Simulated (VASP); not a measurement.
# SnTe (zincblende type) (F-43m) in VASP: notebook, part 2 of 2

VASP 6.6.1. The steps go on from the part before.

### Step 3. Single point, r2SCAN (25.24 Å³/atom)

POSCAR reads:

```
SnTe
1.0
    0.0000000000      2.9332672060      2.9332672060
    2.9332672060      0.0000000000      2.9332672060
    2.9332672060      2.9332672060      0.0000000000
Sn Te
1 1
Direct
    0.0000000000      0.0000000000      0.0000000000
    0.2500000000      0.2500000000      0.2500000000
```

INCAR.step1 reads:

```
ALGO = Normal
EDIFF = 1E-4
ENCUT = 520
GGA = PE
ISMEAR = -1
LASPH = T
LCHARG = F
LREAL = F
LWAVE = T
NBANDS = 17
NELM = 60
PREC = Accurate
SIGMA = 0.1
```

INCAR.step2 reads:

```
ALGO = Normal
EDIFF = 1E-7
ENCUT = 520
ISIF = 2
ISMEAR = -1
ISTART = 1
LASPH = T
LCHARG = T
LELF = T
LMIXTAU = T
LREAL = F
LVHAR = T
LWAVE = F
METAGGA = R2SCAN
NBANDS = 17
NELM = 60
PREC = Accurate
SIGMA = 0.1
```

KPOINTS reads:

```
k-points
0
Gamma
  12 12 12
```

Potentials or basis: VASP PAW PBE potentials, release 64 (Sn_d, Te).

On the command line:

```sh
cat potpaw_PBE.64/Sn_d/POTCAR potpaw_PBE.64/Te/POTCAR > POTCAR
cp INCAR.step1 INCAR
mpirun -np 1 vasp_std > vasp.out
cp INCAR.step2 INCAR
mpirun -np 1 vasp_std > vasp.out
```

OUTCAR:

```text
EDIFF = 1E-7
   ENCUT = 520
   ISIF = 2
   ISMEAR = -1
   ISTART = 1
   LASPH = T
   LREAL = F
   METAGGA = R2SCAN
   NELM = 60
   PREC = Accurate

 ion  position               nearest neighbor table
   1  0.000  0.000  0.000-   2 2.54   2 2.54   2 2.54   2 2.54
   2  0.250  0.250  0.250-   1 2.54   1 2.54   1 2.54   1 2.54

  LATTYP: Found a face centered cubic cell.
 ALAT       =     5.8665344120

  Lattice vectors:

 A1 = (   0.0000000000,   2.9332672060,   2.9332672060)
 A2 = (   2.9332672060,   0.0000000000,   2.9332672060)
 A3 = (   2.9332672060,   2.9332672060,   0.0000000000)

Analysis of symmetry for initial positions (statically):
=====================================================================
 Subroutine PRICEL returns:
 Original cell was already a primitive cell.

 Routine SETGRP: Setting up the symmetry group for a
 face centered cubic supercell.

 Subroutine GETGRP returns: Found 24 space group operations
 (whereof 24 operations were pure point group operations)
 out of a pool of 48 trial point group operations.

The static configuration has the point symmetry T_d .

Analysis of symmetry for dynamics (positions and initial velocities):
=====================================================================
 Subroutine PRICEL returns:
 Original cell was already a primitive cell.

 Routine SETGRP: Setting up the symmetry group for a
 face centered cubic supercell.

 Subroutine GETGRP returns: Found 24 space group operations
 (whereof 24 operations were pure point group operations)
 out of a pool of 48 trial point group operations.

The dynamic configuration has the point symmetry T_d .

 Subroutine INISYM returns: Found 24 space group operations
 (whereof 24 operations are pure point group operations),
 and found     1 'primitive' translations

----------------------------------------------------------------------------------------

                                     Primitive cell

  volume of cell :      50.4760

  direct lattice vectors                    reciprocal lattice vectors
     0.000000000  2.933267206  2.933267206    -0.170458388  0.170458388  0.170458388
     2.933267206  0.000000000  2.933267206     0.170458388 -0.170458388  0.170458388
     2.933267206  2.933267206  0.000000000     0.170458388  0.170458388 -0.170458388

  length of vectors
     4.148266265  4.148266265  4.148266265     0.295242589  0.295242589  0.295242589

  position of ions in fractional coordinates (direct lattice)
     0.000000000  0.000000000  0.000000000
     0.250000000  0.250000000  0.250000000

  ion indices of the primitive-cell ions
   primitive index   ion index
                 1           1
                 2           2

----------------------------------------------------------------------------------------

 KPOINTS: k-points

Automatic generation of k-mesh.
 Grid dimensions read from file:
 generate k-points for:   12   12   12

 Generating k-lattice:

  Cartesian coordinates                     Fractional coordinates (reciprocal lattice)
    -0.014204866  0.014204866  0.014204866     0.083333333  0.000000000  0.000000000
     0.014204866 -0.014204866  0.014204866     0.000000000  0.083333333  0.000000000
     0.014204866  0.014204866 -0.014204866     0.000000000  0.000000000  0.083333333

  Length of vectors
     0.024603549  0.024603549  0.024603549

  Shift w.r.t. Gamma in fractional coordinates (k-lattice)
     0.000000000  0.000000000  0.000000000

 Subroutine IBZKPT returns following result:
 ===========================================

 Found     72 irreducible k-points:

 Following reciprocal coordinates:
            Coordinates               Weight
  0.000000  0.000000  0.000000      1.000000
  0.083333  0.000000  0.000000      8.000000
  0.166667  0.000000  0.000000      8.000000
  0.250000  0.000000  0.000000      8.000000
  0.333333  0.000000  0.000000      8.000000
  0.416667  0.000000  0.000000      8.000000
[... 16 lines left out ...]
  0.500000  0.166667  0.000000     24.000000
 -0.416667  0.166667  0.000000     24.000000
 [... further k-points ...]
   k-points           NKPTS =     72   k-points in BZ     NKDIM =     72   number of bands    NBANDS=     17
   number of dos      NEDOS =    301   number of ions     NIONS =      2
   total plane-waves  NPLWV =  32768
   dimension x,y,z NGX =    32 NGY =   32 NGZ =   32
   dimension x,y,z NGXF=    64 NGYF=   64 NGZF=   64
   ions per type =               1   1
   NGX,Y,Z   is equivalent  to a cutoff of  12.82, 12.82, 12.82 a.u.
   NGXF,Y,Z  is equivalent  to a cutoff of  25.65, 25.65, 25.65 a.u.
 SYSTEM =  unknown system
   PREC   = accura    normal or accurate (medium, high low for compatibility)
   ISTART =      1    job   : 0-new  1-cont  2-samecut
   ICHARG =      0    charge: 1-file 2-atom 10-const
   ISPIN  =      1    spin polarized calculation?
   LNONCOLLINEAR =      F non collinear calculations
   LSORBIT =      F    spin-orbit coupling
   LASPH  =      T    aspherical Exc in radial PAW
   ENCUT  =  520.0 eV  38.22 Ry    6.18 a.u.   7.71  7.71  7.71*2*pi/ulx,y,z
   NELM   =     60;   NELMIN=  2; NELMDL=  0     # of ELM steps
   EDIFF  = 0.1E-06   stopping-criterion for ELM
   LREAL  =      F    real-space projection
   EDIFFG = 0.1E-05   stopping-criterion for IOM
   NSW    =      0    number of steps for IOM
   IBRION =     -1    ionic relax: 0-MD 1-quasi-New 2-CG
   NFREE  =      0    steps in history (QN), initial steepest desc. (CG)
   ISIF   =      2    stress and relaxation
   ISYM   =      2    0-nonsym 1-usesym 2-fastsym
   POTIM  = 0.5000    time-step for ionic-motion
   TEBEG  =    0.0;   TEEND  =   0.0 temperature during run
   PSTRESS=    0.0 pullay stress
   NELECT =      20.0000    total number of electrons
   NUPDOWN=      -1.0000    fix difference up-down
   EMIN   =  10.00;   EMAX   =-10.00  energy-range for DOS
   EFERMI =   0.00;   METHOD = LEGACY
   ISMEAR =    -1;   SIGMA  =   0.10  broadening in eV -4-tet -1-fermi 0-gaus
   EFERMI_NEDOS =   21; number of points for ismear=-14 and -15
   IALGO  =     38    algorithm
   IMIX   =      4    mixing-type and parameters
     AMIX     =   0.40;   BMIX     =  1.00
     AMIX_MAG =   1.60;   BMIX_MAG =  1.00
  volume/ion in A,a.u.               =      25.24       170.31
  Fermi-wavevector in a.u.,A,eV,Ry     =   1.202421  2.272246 19.671523  1.445816
  Thomas-Fermi vector in A             =   2.338203
   LORBIT       =      0    0 simple, 1 ext, 2 COOP (PROOUT), +10 PAW based schemes
   METAGGA = R2SCAN    functional components
   LHFCALC =     F    Hartree Fock is set to
   AEXX    =    0.0000 exact exchange contribution
   IVDW    =     0    specifies the selected vdW correction
   LEPSILON=     F    determine dielectric tensor
   LRPA    =     F    only Hartree local field effects (RPA)
 non-spin polarized calculation
  energy-cutoff  :      520.00
  volume of cell :       50.48
 maximum number of plane-waves:      1380
   NGX = 15   NGY = 15   NGZ = 15

 number of electron      19.9999995 magnetization

 Free energy of the ion-electron system (eV)
  ---------------------------------------------------
  ext. energy  EPLUGINS =         0.00000000
  ---------------------------------------------------
  free energy    TOTEN  =       -46.28386794 eV

  energy without entropy =      -46.25172408  energy(sigma->0) =      -46.26779601

 E-fermi :  10.4571     XC(G=0): -10.9584

 val. band max:       10.4567664620   @ k =   0.2500   0.1667   0.0833
 cond. band min:      10.4834105296   @ k =   0.3333   0.2500   0.0000
 fundamental gap:      0.0266440675
 Fermi energy:        10.4570625052

 k-point     1 :       0.0000    0.0000    0.0000
  band No.  band energies     occupation
      1     -13.2916      2.00000
      2     -13.2916      2.00000
      3     -13.2916      2.00000
      4     -13.1496      2.00000
      5     -13.1496      2.00000
      6      -6.5570      2.00000
[... 9 lines left out ...]
     16      17.2225      0.00000
     17      18.1070      0.00000
[... 441 lines left out ...]
 k-point    24 :      -0.4167    0.1667    0.0000
  band No.  band energies     occupation
      1     -13.3431      2.00000
      2     -13.2601      2.00000
      3     -13.2589      2.00000
      4     -13.1530      2.00000
      5     -13.1496      2.00000
      6      -4.4492      2.00000
[... 9 lines left out ...]
     16      18.0123      0.00000
     17      21.3569      0.00000

 [... further k-points ...]

------------------------ aborting loop because EDIFF is reached ----------------------------------------

  FORCE on cell =-STRESS in cart. coord.  units (eV):
  Direction    XX          YY          ZZ          XY          YZ          ZX
  --------------------------------------------------------------------------------------
  -------------------------------------------------------------------------------------
  Total       15.3448800     15.3448800     15.3448800      0.0000000      0.0000000      0.0000000
  in kB      487.0675564    487.0675564    487.0675564      0.0000000      0.0000000      0.0000000
  external PRESSURE =     487.0675564 kB  Pullay stress =       0.0000000 kB

 VOLUME and BASIS-vectors are now :
 -----------------------------------------------------------------------------
  energy-cutoff  :      520.00
  volume of cell :       50.48
      direct lattice vectors                 reciprocal lattice vectors
     0.000000000  2.933267206  2.933267206    -0.170458388  0.170458388  0.170458388
     2.933267206  0.000000000  2.933267206     0.170458388 -0.170458388  0.170458388
     2.933267206  2.933267206  0.000000000     0.170458388  0.170458388 -0.170458388

 POSITION                                       TOTAL-FORCE (eV/Angst)
 -----------------------------------------------------------------------------------
      0.00000      0.00000      0.00000        -0.000000      0.000000      0.000000
      1.46663      1.46663      1.46663         0.000000     -0.000000     -0.000000
 -----------------------------------------------------------------------------------
    total drift:                               -0.000000     -0.000000     -0.000000

  FREE ENERGIE OF THE ION-ELECTRON SYSTEM (eV)
  ---------------------------------------------------
  free  energy   TOTEN  =       -46.2838679416 eV

  energy  without entropy=      -46.2517240826  energy(sigma->0) =      -46.26779601
```

OUTCAR.step1:

```text
EDIFF = 1E-4
   ENCUT = 520
   GGA = PE
   ISMEAR = -1
   LASPH = T
   LREAL = F
[... 698 lines left out ...]
 -----------------------------------------------------------------------------------
      0.00000      0.00000      0.00000        -0.000000     -0.000000     -0.000000
      1.46663      1.46663      1.46663         0.000000      0.000000      0.000000
 -----------------------------------------------------------------------------------
    total drift:                               -0.000000     -0.000000     -0.000000

  FREE ENERGIE OF THE ION-ELECTRON SYSTEM (eV)
  ---------------------------------------------------
  free  energy   TOTEN  =        -3.1621557965 eV

  energy  without entropy=       -3.1292264982  energy(sigma->0) =       -3.14569115
```

Wall time 2.3 min (1 thread of Intel Xeon Platinum 8488C (Sapphire Rapids), shared host); peak memory 0.23 GiB.

What came out:

```yaml
Free_energy: -46.2839 eV
Pressure: 48.7 GPa
Band_gap_on_the_k_mesh: zero (bands 10 and 11 overlap by 2.88 eV)
```

Caveat: the cell stands under pressure; the PAW data sets were made with another functional, which shifts forces and pressure a little; spin-orbit coupling is left out, which moves the levels of the heavy elements.

### Step 4. Single point, r2SCAN (29.37 Å³/atom)

This run uses another cell than the first one, of 29.37 Å³/atom.

POSCAR reads:

```
SnTe
1.0
    0.0000000000      3.0852525623      3.0852525623
    3.0852525623      0.0000000000      3.0852525623
    3.0852525623      3.0852525623      0.0000000000
Sn Te
1 1
Direct
    0.0000000000      0.0000000000      0.0000000000
    0.2500000000      0.2500000000      0.2500000000
```

INCAR.step1 reads:

```
SYSTEM = SnTe
PREC = Accurate
ENCUT = 520
ISMEAR = -1
SIGMA = 0.1
LREAL = .False.
LASPH = .True.
NELM = 60
NBANDS = 17
GGA = PE
ALGO = Normal
EDIFF = 1E-4
LWAVE = .True.
LCHARG = .False.
```

INCAR.step2 reads:

```
SYSTEM = SnTe
PREC = Accurate
ENCUT = 520
EDIFF = 1E-6
ISMEAR = -1
SIGMA = 0.1
LREAL = .False.
LASPH = .True.
NELM = 60
ALGO = Normal
ISIF = 2
LWAVE = .False.
LCHARG = .False.
METAGGA = R2SCAN
LMIXTAU = .True.
NBANDS = 17
ISTART = 1
```

KPOINTS reads:

```
Automatic mesh
0
Gamma
  12 12 12
  0 0 0
```

On the command line:

```sh
cat potpaw_PBE.64/Sn_d/POTCAR potpaw_PBE.64/Te/POTCAR > POTCAR
cp INCAR.step1 INCAR
mpirun -np 1 vasp_std > vasp.out
cp INCAR.step2 INCAR
mpirun -np 1 vasp_std > vasp.out
```

Run time: 1.8 min. Hardware: 1 thread of Intel Xeon Platinum 8488C (Sapphire Rapids), shared host; peak memory 0.23 GiB.

Results (log left out):

```
Free energy            : -48.1644 eV
Pressure               : 26.5 GPa
Band gap on the k mesh : zero (bands 10 and 11 overlap by 1.98 eV)
```

Levels at points of the mesh, in eV from the Fermi level:
```tsv
k point	band 6	band 7	band 8	band 9	band 10	band 11	band 12	band 13	band 14	band 15
(0.00, 0.00, 0.00)	-15.57	-3.42	-3.42	-3.42	-3.30	0.39	0.39	0.39	4.31	6.69
(0.50, 0.00, 0.00)	-14.11	-9.59	-4.48	-4.48	-2.29	1.48	1.48	4.56	6.79	7.83
(0.50, 0.50, 0.00)	-13.43	-10.05	-5.78	-5.78	-1.27	-1.08	6.21	6.21	7.31	9.01
```

Caveat: the cell stands under pressure; the PAW data sets were made with another functional, which shifts forces and pressure a little; spin-orbit coupling is left out, which moves the levels of the heavy elements.

### Step 5. Single point, r2SCAN (33.04 Å³/atom)

This run uses another cell than the first one, of 33.04 Å³/atom.

POSCAR reads:

```
SnTe
1.0
    0.0000000000      3.2087919724      3.2087919724
    3.2087919724      0.0000000000      3.2087919724
    3.2087919724      3.2087919724      0.0000000000
Sn Te
1 1
Direct
    0.0000000000      0.0000000000      0.0000000000
    0.2500000000      0.2500000000      0.2500000000
```

INCAR.step1 reads:

```
SYSTEM = SnTe
PREC     = Accurate       ! precision mode
ENCUT    = 520            ! plane-wave cutoff, eV
ISMEAR   = -1             ! smearing method
SIGMA    = 0.1            ! smearing width, eV
LREAL    = .False.        ! projectors in reciprocal space
LASPH    = .True.         ! aspherical terms in the spheres
NELM     = 100            ! most SCF steps
NBANDS   = 17             ! bands
GGA      = PE             ! functional
ALGO     = Normal         ! electronic algorithm
EDIFF    = 1E-4           ! SCF threshold, eV
LWAVE    = .True.         ! write WAVECAR
LCHARG   = .False.        ! write CHGCAR
```

INCAR.step2 reads:

```
SYSTEM = SnTe
PREC     = Accurate       ! precision mode
ENCUT    = 520            ! plane-wave cutoff, eV
EDIFF    = 1E-6           ! SCF threshold, eV
ISMEAR   = -1             ! smearing method
SIGMA    = 0.1            ! smearing width, eV
LREAL    = .False.        ! projectors in reciprocal space
LASPH    = .True.         ! aspherical terms in the spheres
NELM     = 100            ! most SCF steps
ALGO     = Normal         ! electronic algorithm
ISIF     = 2              ! what is computed and relaxed
LWAVE    = .False.        ! write WAVECAR
LCHARG   = .False.        ! write CHGCAR
METAGGA  = R2SCAN         ! meta-GGA
LMIXTAU  = .True.       
NBANDS   = 17             ! bands
ISTART   = 1
```

KPOINTS is that of step 4.

On the command line:

```sh
cat potpaw_PBE.64/Sn_d/POTCAR potpaw_PBE.64/Te/POTCAR > POTCAR
cp INCAR.step1 INCAR
mpirun -np 1 vasp_std > vasp.out
cp INCAR.step2 INCAR
mpirun -np 1 vasp_std > vasp.out
```

Run time: 3.1 min. Hardware: 1 thread of Intel Xeon Platinum 8488C (Sapphire Rapids), shared host; peak memory 0.27 GiB.

The run converged. Its results:

```yaml
Free_energy: -49.1068 eV
Pressure: 15.5 GPa
Band_gap_on_the_k_mesh: zero (bands 10 and 11 overlap by 1.33 eV)
```

Levels at points of the mesh, in eV from the Fermi level:
```
           k point  band 8  band 9  band 10  band 11  band 12  band 13
(0.00, 0.00, 0.00)   -3.12   -3.12    -3.12     0.61     0.61     0.61
(0.50, 0.00, 0.00)   -4.01   -4.01    -2.32     1.64     1.64     4.60
(0.50, 0.50, 0.00)   -5.11   -5.11    -1.07    -0.69     5.63     5.63
```

Caveat: the cell stands under pressure; the PAW data sets were made with another functional, which shifts forces and pressure a little; spin-orbit coupling is left out, which moves the levels of the heavy elements.

### Step 6. Overview

```csv
cell,gap on the mesh (eV),pressure (GPa)
"a = 4.148 Å, angles 60.0°, 2 atoms",none,48.7
"a = 4.363 Å, angles 60.0°, 2 atoms",none,26.5
"a = 4.538 Å, angles 60.0°, 2 atoms",none,15.5
```

Alike in all rows: task single point; level r2SCAN; potentials or basis VASP PAW PBE potentials, release 64 (Sn_d, Te); no spin polarisation; k mesh 12 × 12 × 12; cutoff (eV) 520; smearing fermi-dirac 0.1 eV.

Caveats: the cell stands under pressure; the PAW data sets were made with another functional, which shifts forces and pressure a little; spin-orbit coupling is left out, which moves the levels of the heavy elements.

Total energies depend on the potentials used, so only differences within one code and one set of settings carry meaning.

The gap in the log of VASP goes by the Fermi energy; the results here count the filled bands.